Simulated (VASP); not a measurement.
# Al12HO in VASP: single point with PBE+D3(BJ)

Aim: the single point of Al12HO with PBE+D3(BJ).

All numbers are computed with VASP 6.6.1; they aren't measurements. Logs are shortened: lines on timing, memory, paths and dates and some standing lists are left out, and cuts for length are marked.

## 1. The cell of the first run

The cell holds a slab with vacuum, 14 atoms: a = 5.728 Å, b = 5.728 Å, c = 17.677 Å, α = 90.00°, β = 90.00°, γ = 60.00°.

## 2. Single point, PBE+D3(BJ)

Input file INCAR:

```
PREC = Accurate ; ENCUT = 520
EDIFF = 1E-6 ; ISMEAR = 0
SIGMA = 0.1 ; LREAL = False
LASPH = True ; NELM = 60
ALGO = Normal ; ISIF = 2
LWAVE = False ; LCHARG = False
GGA = PE ; IVDW = 12
NBANDS = 34
```

Input file KPOINTS:

```
Automatic mesh
0
Gamma
  3 3 1
```

Input file POSCAR:

```
Al12HO
1.0
    5.7275649651      0.0000000201      0.0000000000
    2.8637820000      4.9602170403      0.0000000000
    0.0000000000      0.0000000000     17.6765370000
Al O H
12 1 1
Direct
    0.1666666550      0.1666666950      0.0565721700
    0.6666666700      0.1666666700      0.0565721700
    0.1666666850      0.6666666850      0.0565721700
    0.6666666950      0.6666666550      0.0565721700
   -0.1684679156      0.3315320844      0.1887729869
    0.3384110653      0.3313050866      0.1886380514
   -0.1686949134      0.8384110653      0.1886380514
    0.3332633878      0.8332633878      0.1779605298
    0.0066201692     -0.0017091297      0.3286433751
    0.4983914060     -0.0016085940      0.3287219091
    0.0009038080      0.5009038080      0.3135229952
    0.4982908703      0.5066201692      0.3286433751
    0.6677791542      0.1677791542      0.3732637499
    1.3349784702     -0.1650215298      0.2732873203
```

Potentials or basis: VASP PAW PBE potentials, release 64 (Al, O, H).

Command:

```
$ cat potpaw_PBE.64/Al/POTCAR potpaw_PBE.64/O/POTCAR potpaw_PBE.64/H/POTCAR > POTCAR
$ mpirun -np 1 vasp_std > vasp.out
```

OUTCAR:

```text
PREC = Accurate
   ENCUT = 520
   EDIFF = 1E-6
   ISMEAR = 0
   LREAL = False
   LASPH = True
   NELM = 60
   ISIF = 2
   GGA = PE
   IVDW = 12
 IVDW          = 12

 ion  position               nearest neighbor table
   1  0.167  0.167  0.057-   8 2.71   3 2.86   2 2.86   4 2.86   2 2.86   3 2.86   4 2.86   5 2.87
                             6 2.87
   2  0.667  0.167  0.057-   6 2.85   7 2.85   5 2.85   1 2.86   4 2.86   1 2.86   4 2.86   3 2.86
                             3 2.86
   3  0.167  0.667  0.057-   8 2.71   4 2.86   1 2.86   4 2.86   1 2.86   2 2.86   2 2.86   7 2.87
                             6 2.87
   4  0.667  0.667  0.057-   8 2.71   3 2.86   2 2.86   1 2.86   2 2.86   3 2.86   1 2.86   5 2.87
                             7 2.87
   5  0.832  0.332  0.189-  11 2.77   6 2.83   7 2.83   2 2.85   1 2.87   4 2.87   8 2.87   8 2.87
                             6 2.90   7 2.90  12 2.97   9 2.97
   6  0.338  0.331  0.189-  11 2.77   7 2.82   5 2.83   2 2.85   8 2.87   3 2.87   1 2.87   8 2.87
                             5 2.90   7 2.90  10 2.98  12 2.98
   7  0.831  0.838  0.189-  11 2.77   6 2.82   5 2.83   2 2.85   8 2.87   3 2.87   4 2.87   8 2.87
                             5 2.90   6 2.90  10 2.98   9 2.98
   8  0.333  0.833  0.178-  14 1.69   3 2.71   4 2.71   1 2.71   7 2.87   6 2.87   5 2.87   5 2.87
                             7 2.87   6 2.87   9 3.12  12 3.12  10 3.13
   9  0.007  0.998  0.329-  13 1.86  14 1.90  12 2.82  10 2.82  11 2.87  11 2.88  10 2.91  12 2.91
                             5 2.97   7 2.98   8 3.12
  10  0.498  0.998  0.329-  13 1.86  14 1.89   9 2.82  12 2.82  11 2.88  11 2.88   9 2.91  12 2.91
                             7 2.98   6 2.98   8 3.13
  11  0.001  0.501  0.314-   6 2.77   7 2.77   5 2.77  12 2.87   9 2.87  10 2.88  10 2.88  12 2.88
                             9 2.88
  12  0.498  0.507  0.329-  13 1.86  14 1.90   9 2.82  10 2.82  11 2.87  11 2.88  10 2.91   9 2.91
                             5 2.97   6 2.98   8 3.12
  13  0.668  0.168  0.373-  10 1.86   9 1.86  12 1.86
  14  0.335  0.835  0.273-   8 1.69  10 1.89   9 1.90  12 1.90

  LATTYP: Found a hexagonal cell.
 ALAT       =     5.7275649652
 C/A-ratio  =     3.0862219997

  Lattice vectors:

 A1 = (  -2.8637820000,  -4.9602170403,   0.0000000000)
 A2 = (   5.7275649651,   0.0000000201,   0.0000000000)
 A3 = (   0.0000000000,   0.0000000000,  17.6765370000)

Analysis of symmetry for initial positions (statically):
=====================================================================
 Subroutine PRICEL returns:
 Original cell was already a primitive cell.

 Routine SETGRP: Setting up the symmetry group for a
 hexagonal supercell.

 Subroutine GETGRP returns: Found  2 space group operations
 (whereof  1 operations were pure point group operations)
 out of a pool of 24 trial point group operations.

The static configuration has the point symmetry C_1 .
 The point group associated with its full space group is C_1h.

Analysis of symmetry for dynamics (positions and initial velocities):
=====================================================================
 Subroutine PRICEL returns:
 Original cell was already a primitive cell.

 Routine SETGRP: Setting up the symmetry group for a
 hexagonal supercell.

 Subroutine GETGRP returns: Found  2 space group operations
 (whereof  1 operations were pure point group operations)
 out of a pool of 24 trial point group operations.

The dynamic configuration has the point symmetry C_1 .
 The point group associated with its full space group is C_1h.

 Subroutine INISYM returns: Found  2 space group operations
 (whereof  1 operations are pure point group operations),
 and found     1 'primitive' translations

----------------------------------------------------------------------------------------

                                     Primitive cell

  volume of cell :     502.1898

  direct lattice vectors                    reciprocal lattice vectors
     5.727564965  0.000000020  0.000000000     0.174594266 -0.100802024  0.000000000
     2.863782000  4.960217040  0.000000000    -0.000000001  0.201604082  0.000000000
     0.000000000  0.000000000 17.676537000     0.000000000  0.000000000  0.056572167

  length of vectors
     5.727564965  5.727564965 17.676537000     0.201604082  0.201604082  0.056572167

  position of ions in fractional coordinates (direct lattice)
     0.166666655  0.166666695  0.056572170
     0.666666670  0.166666670  0.056572170
     0.166666685  0.666666685  0.056572170
     0.666666695  0.666666655  0.056572170
     0.831532084  0.331532084  0.188772987
     0.338411065  0.331305087  0.188638051
     0.831305087  0.838411065  0.188638051
     0.333263388  0.833263388  0.177960530
     0.006620169  0.998290870  0.328643375
     0.498391406  0.998391406  0.328721909
     0.000903808  0.500903808  0.313522995
     0.498290870  0.506620169  0.328643375
     0.667779154  0.167779154  0.373263750
     0.334978470  0.834978470  0.273287320

  ion indices of the primitive-cell ions
   primitive index   ion index
                 1           1
                 2           2
                 3           3
                 4           4
                 5           5
                 6           6
                 7           7
                 8           8
                 9           9
                10          10
                11          11
                12          12
                13          13
                14          14

----------------------------------------------------------------------------------------

 KPOINTS: Automatic mesh

Automatic generation of k-mesh.
 Grid dimensions read from file:
 generate k-points for:    3    3    1

 Generating k-lattice:

  Cartesian coordinates                     Fractional coordinates (reciprocal lattice)
     0.058198089 -0.033600675  0.000000000     0.333333333  0.000000000  0.000000000
    -0.000000000  0.067201361  0.000000000     0.000000000  0.333333333  0.000000000
     0.000000000  0.000000000  0.056572167     0.000000000  0.000000000  1.000000000

  Length of vectors
     0.067201361  0.067201361  0.056572167

  Shift w.r.t. Gamma in fractional coordinates (k-lattice)
     0.000000000  0.000000000  0.000000000

 Subroutine IBZKPT returns following result:
 ===========================================

 Found      4 irreducible k-points:

 Following reciprocal coordinates:
            Coordinates               Weight
  0.000000  0.000000  0.000000      1.000000
  0.333333 -0.000000  0.000000      4.000000
  0.333333  0.333333  0.000000      2.000000
 -0.333333  0.333333  0.000000      2.000000
   k-points           NKPTS =      4   k-points in BZ     NKDIM =      4   number of bands    NBANDS=     34
   number of dos      NEDOS =    301   number of ions     NIONS =     14
   total plane-waves  NPLWV = 322560
   dimension x,y,z NGX =    48 NGY =   48 NGZ =  140
   dimension x,y,z NGXF=    96 NGYF=   96 NGZF=  280
   ions per type =              12   1   1
   NGX,Y,Z   is equivalent  to a cutoff of  13.93, 13.93, 13.17 a.u.
   NGXF,Y,Z  is equivalent  to a cutoff of  27.86, 27.86, 26.33 a.u.
 SYSTEM =  unknown system
   PREC   = accura    normal or accurate (medium, high low for compatibility)
   ISTART =      0    job   : 0-new  1-cont  2-samecut
   ICHARG =      2    charge: 1-file 2-atom 10-const
   ISPIN  =      1    spin polarized calculation?
   LNONCOLLINEAR =      F non collinear calculations
   LSORBIT =      F    spin-orbit coupling
   LASPH  =      T    aspherical Exc in radial PAW
   ENCUT  =  520.0 eV  38.22 Ry    6.18 a.u.  10.65 10.65 32.87*2*pi/ulx,y,z
   NELM   =     60;   NELMIN=  2; NELMDL= -5     # of ELM steps
   EDIFF  = 0.1E-05   stopping-criterion for ELM
   LREAL  =      F    real-space projection
   EDIFFG = 0.1E-04   stopping-criterion for IOM
   NSW    =      0    number of steps for IOM
   IBRION =     -1    ionic relax: 0-MD 1-quasi-New 2-CG
   NFREE  =      0    steps in history (QN), initial steepest desc. (CG)
   ISIF   =      2    stress and relaxation
   ISYM   =      2    0-nonsym 1-usesym 2-fastsym
   POTIM  = 0.5000    time-step for ionic-motion
   TEBEG  =    0.0;   TEEND  =   0.0 temperature during run
   PSTRESS=    0.0 pullay stress
   NELECT =      43.0000    total number of electrons
   NUPDOWN=      -1.0000    fix difference up-down
   EMIN   =  10.00;   EMAX   =-10.00  energy-range for DOS
   EFERMI =   0.00;   METHOD = LEGACY
   ISMEAR =     0;   SIGMA  =   0.10  broadening in eV -4-tet -1-fermi 0-gaus
   EFERMI_NEDOS =   21; number of points for ismear=-14 and -15
   IALGO  =     38    algorithm
   IMIX   =      4    mixing-type and parameters
     AMIX     =   0.40;   BMIX     =  1.00
     AMIX_MAG =   1.60;   BMIX_MAG =  1.00
  volume/ion in A,a.u.               =      35.87       242.07
  Fermi-wavevector in a.u.,A,eV,Ry     =   0.721564  1.363559  7.083941  0.520655
  Thomas-Fermi vector in A             =   1.811304
   LORBIT       =      0    0 simple, 1 ext, 2 COOP (PROOUT), +10 PAW based schemes
   GGA     = PE    functional components
   LHFCALC =     F    Hartree Fock is set to
   AEXX    =    0.0000 exact exchange contribution
   IVDW    =    12    specifies the selected vdW correction
   LEPSILON=     F    determine dielectric tensor
   LRPA    =     F    only Hartree local field effects (RPA)
 non-spin polarized calculation
 Gauss-broadening in eV      SIGMA  =   0.10
  energy-cutoff  :      520.00
  volume of cell :      502.19
 maximum number of plane-waves:     13577
 NGX is ok and might be reduce to    42
   NGX = 21   NGY = 21   NGZ = 65

 number of electron      42.9999998 magnetization

 Free energy of the ion-electron system (eV)
  ---------------------------------------------------
  ext. energy  EPLUGINS =         0.00000000
  ---------------------------------------------------
  free energy    TOTEN  =       -54.09930125 eV

  energy without entropy =      -54.03788024  energy(sigma->0) =      -54.06859075

 E-fermi :   0.9619     XC(G=0):  -5.1586

 val. band max:        0.9452791584   @ k =   0.3333  -0.0000   0.0000
 cond. band min:       1.2672022630   @ k =   0.3333  -0.0000   0.0000
 fundamental gap:      0.3219231045
 Fermi energy:         0.9619000725

 k-point     1 :       0.0000    0.0000    0.0000
  band No.  band energies     occupation
      1     -19.2720      2.00000
      2      -9.8560      2.00000
      3      -8.2515      2.00000
      4      -5.9743      2.00000
      5      -5.9737      2.00000
      6      -5.7765      2.00000
[... 25 lines left out ...]
     32       4.5867      0.00000
     33       4.6009      0.00000

 k-point     2 :       0.3333   -0.0000    0.0000
  band No.  band energies     occupation
      1     -19.2682      2.00000
      2      -9.3618      2.00000
      3      -7.9340      2.00000
      4      -7.0023      2.00000
      5      -6.1421      2.00000
      6      -6.0668      2.00000
[... 25 lines left out ...]
     32       4.2178      0.00000
     33       4.4532      0.00000

 k-point     3 :       0.3333    0.3333    0.0000
  band No.  band energies     occupation
      1     -19.2682      2.00000
      2      -9.3622      2.00000
      3      -7.9349      2.00000
      4      -6.9994      2.00000
      5      -6.1417      2.00000
      6      -6.0660      2.00000
[... 25 lines left out ...]
     32       4.2156      0.00000
     33       4.4578      0.00000

 k-point     4 :      -0.3333    0.3333    0.0000
  band No.  band energies     occupation
      1     -19.2663      2.00000
      2      -8.9208      2.00000
      3      -7.6365      2.00000
      4      -7.4152      2.00000
      5      -6.8598      2.00000
      6      -6.4401      2.00000
[... 25 lines left out ...]
     32       4.0786      0.00000
     33       4.4584      0.00000
 [bands above 33 left out]

------------------------ aborting loop because EDIFF is reached ----------------------------------------

 Edisp (eV)   -2.94308

 E8    (eV) :    -1.3413

  FORCE on cell =-STRESS in cart. coord.  units (eV):
  Direction    XX          YY          ZZ          XY          YZ          ZX
  --------------------------------------------------------------------------------------
  -------------------------------------------------------------------------------------
  Total      -5.68577    -5.78912    -0.09801     0.08951    -0.01158    -0.02006
  in kB     -18.13977   -18.46951    -0.31269     0.28556    -0.03695    -0.06400
  external pressure =      -12.31 kB  Pullay stress =        0.00 kB

 VOLUME and BASIS-vectors are now :
 -----------------------------------------------------------------------------
  energy-cutoff  :      520.00
  volume of cell :      502.19
      direct lattice vectors                 reciprocal lattice vectors
     5.727564965  0.000000020  0.000000000     0.174594266 -0.100802024  0.000000000
     2.863782000  4.960217040  0.000000000    -0.000000001  0.201604082  0.000000000
     0.000000000  0.000000000 17.676537000     0.000000000  0.000000000  0.056572167

 POSITION                                       TOTAL-FORCE (eV/Angst)
 -----------------------------------------------------------------------------------
      1.43189      0.82670      1.00000         0.005652      0.399248     -0.068967
      4.29567      0.82670      1.00000        -0.003729     -0.002153      0.213398
      2.86378      3.30681      1.00000        -0.347323     -0.200527     -0.073921
      5.72756      3.30681      1.00000         0.348585     -0.194729     -0.068967
      5.71209      1.64447      3.33685        -0.000101     -0.000058      0.001507
      2.88706      1.64335      3.33447         0.001508     -0.001018      0.000770
      7.16238      4.15870      3.33447        -0.000128      0.001815      0.000770
      4.29507      4.13317      3.14573         0.000310      0.000179     -0.000253
      2.89680      4.95174      5.80928         0.015239     -0.009737     -0.002268
      5.71374      4.95224      5.81066        -0.015362     -0.008869     -0.002516
      1.43966      2.48459      5.54200        -0.000511     -0.000295     -0.000750
      4.30484      2.51295      5.80928        -0.000813      0.018066     -0.002268
      4.30523      0.83222      6.59801        -0.002189     -0.001264      0.008229
      4.30981      4.14167      4.83077        -0.001140     -0.000658     -0.004763
 -----------------------------------------------------------------------------------
    total drift:                                0.000106      0.000061     -0.000235

  FREE ENERGIE OF THE ION-ELECTRON SYSTEM (eV)
  ---------------------------------------------------
  free  energy   TOTEN  =       -57.0423784223 eV

  energy  without entropy=      -56.9809574079  energy(sigma->0) =      -57.01166792
```

Run time: 2.8 min. Hardware: 1 thread of Intel Xeon Platinum 8488C (Sapphire Rapids), shared host; peak memory 0.63 GiB.

Results:

```yaml
Free_energy: -57.0424 eV
Largest_force: 0.408 eV/Å
Dispersion_energy_per_atom: -0.210 eV
```

Forces in eV/Å, atoms in the order of the input:
```
Al   0.006  0.399 -0.069
Al  -0.004 -0.002  0.213
Al  -0.347 -0.201 -0.074
Al   0.349 -0.195 -0.069
Al   0.000  0.000  0.002
Al   0.002 -0.001  0.001
Al   0.000  0.002  0.001
Al   0.000  0.000  0.000
Al   0.015 -0.010 -0.002
Al  -0.015 -0.009 -0.003
Al  -0.001  0.000 -0.001
Al  -0.001  0.018 -0.002
O   -0.002 -0.001  0.008
H   -0.001 -0.001 -0.005
```

Caveat: the k points lie up to 0.42 Å⁻¹ apart; an odd number of electrons without spin polarisation forces a metal; a magnetic or distorted state may lie lower.
